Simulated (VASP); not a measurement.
Set up this calculation in VASP 6.6.1, as the native input.

```yaml
Task: single point
Functional: PBEsol
Potentials_or_basis: VASP PAW PBE potentials, release 64 (Si, C)
Cutoff: 700 eV
k_mesh: 1 × 1 × 1, shifted
Occupations: methfessel-paxton, width 0.05 eV
Spin: no spin polarisation
Dipole_correction: no
Further_INCAR_settings: LREAL = Auto; ALGO = Normal; EDIFF = 1e-06; NBANDS = 166; ISYM = -1
```

The structure of Si29C3 lies in POSCAR:

```
Si29C3
1.0
   10.4897820000      0.0000000000      0.0000000000
    0.0000000000     10.4897820000      0.0000000000
    0.0000000000      0.0000000000     10.4897820000
Si C
58 6
Direct
    0.0062230000      0.0057920000      0.0009730000
    0.0012260000      0.9989560000      0.4923510000
    0.0001960000      0.4970410000      0.4920730000
    0.4963910000      0.9985740000      0.0007340000
    0.5020300000      0.9952900000      0.4958860000
    0.5013420000      0.4994950000      0.9949340000
    0.5078760000      0.5016880000      0.5005550000
    0.1291970000      0.1201170000      0.1245600000
    0.1225000000      0.1272000000      0.6281380000
    0.1304290000      0.6317740000      0.1255160000
    0.1245780000      0.6226030000      0.6262070000
    0.6253600000      0.1268980000      0.6259140000
    0.6207860000      0.6239790000      0.1263510000
    0.6265570000      0.6310250000      0.6218550000
    0.2490570000      0.2531810000      0.0006790000
    0.2455890000      0.7492060000      0.0004130000
    0.2472190000      0.7498050000      0.5022720000
    0.7458180000      0.2432250000      0.9997060000
    0.7547710000      0.2479740000      0.4988690000
    0.7456510000      0.7455910000      0.0049490000
    0.7489880000      0.7557720000      0.4969590000
    0.3763510000      0.3774690000      0.1248870000
    0.3719770000      0.3804690000      0.6246520000
    0.3707240000      0.8737590000      0.1223920000
    0.3765000000      0.8771900000      0.6281290000
    0.8779780000      0.3785330000      0.1236330000
    0.8710670000      0.3779400000      0.6165050000
    0.8729680000      0.8735270000      0.1181780000
    0.8798700000      0.8740790000      0.6269210000
    0.2476550000      0.0020130000      0.2493840000
    0.2533340000      0.9993570000      0.7435630000
    0.2487880000      0.5000890000      0.2518230000
    0.2519770000      0.4999270000      0.7525600000
    0.7517560000      0.9971160000      0.2560790000
    0.7475600000      0.9983600000      0.7475890000
    0.7576870000      0.5017280000      0.2519320000
    0.7539900000      0.5023640000      0.7487650000
    0.3808420000      0.1291570000      0.8818340000
    0.3728940000      0.6201800000      0.3711960000
    0.3688110000      0.6239410000      0.8800300000
    0.8817200000      0.1202130000      0.3784850000
    0.8728100000      0.1274000000      0.8774220000
    0.8775440000      0.6255950000      0.3709610000
    0.8751880000      0.6220690000      0.8783330000
    0.0010570000      0.2455300000      0.2445310000
    0.9988570000      0.7482010000      0.2392370000
    0.9986290000      0.7553310000      0.7445230000
    0.5011040000      0.2462690000      0.2521690000
    0.5122910000      0.2526940000      0.7457660000
    0.4990170000      0.7496550000      0.2489720000
    0.5000200000      0.7498700000      0.7410310000
    0.1231970000      0.3742680000      0.8686560000
    0.1268860000      0.8724310000      0.3779880000
    0.1246440000      0.8780700000      0.8766130000
    0.6207830000      0.3774540000      0.3741770000
    0.6259700000      0.3745610000      0.8761270000
    0.6181960000      0.8803360000      0.3736490000
    0.6281040000      0.8795120000      0.8749250000
    0.9961580000      0.5035350000      0.0014190000
    0.6216880000      0.1304690000      0.1252500000
    0.2431640000      0.2511060000      0.5029380000
    0.3887830000      0.1245170000      0.3665940000
    0.0035190000      0.2503170000      0.7536440000
    0.1253290000      0.3772600000      0.3786420000
```

One way to write it, as run:

INCAR

```
SYSTEM = Si29C3
PREC = Accurate ; ENCUT = 700
EDIFF = 1E-6 ; ISMEAR = 1
SIGMA = 0.05 ; LREAL = Auto
LASPH = .TRUE. ; NELM = 120
ALGO = Normal ; ISIF = 2
LWAVE = .FALSE. ; LCHARG = .TRUE.
GGA = PS ; LELF = .TRUE.
LVHAR = .TRUE. ; NBANDS = 166
ISYM = -1 ; GGA_COMPAT = .FALSE.
```

KPOINTS

```
explicit points
1
Reciprocal
  0.25000000   0.25000000   0.25000000 1
```

Potentials or basis: VASP PAW PBE potentials, release 64 (Si, C).

Launch:

```sh
$ cat potpaw_PBE.64/Si/POTCAR potpaw_PBE.64/C/POTCAR > POTCAR
$ mpirun -np 1 vasp_std > vasp.out
```

It gave:

```yaml
Pressure: 4.5 GPa
Largest_force: 4.350 eV/Å
Band_gap_on_the_k_mesh: 0.74 eV
```

Caveat: the cell stands under pressure; semilocal functionals underestimate gaps, and a narrow one can read as zero; the PAW data sets were made with another functional, which shifts forces and pressure a little; a shifted mesh leaves out Γ, where band edges can lie.

Wall time 8.2 min on 1 thread of Intel(R) Xeon(R) 6975P-C (Granite Rapids) (shared host), peak memory 1.6 GiB.
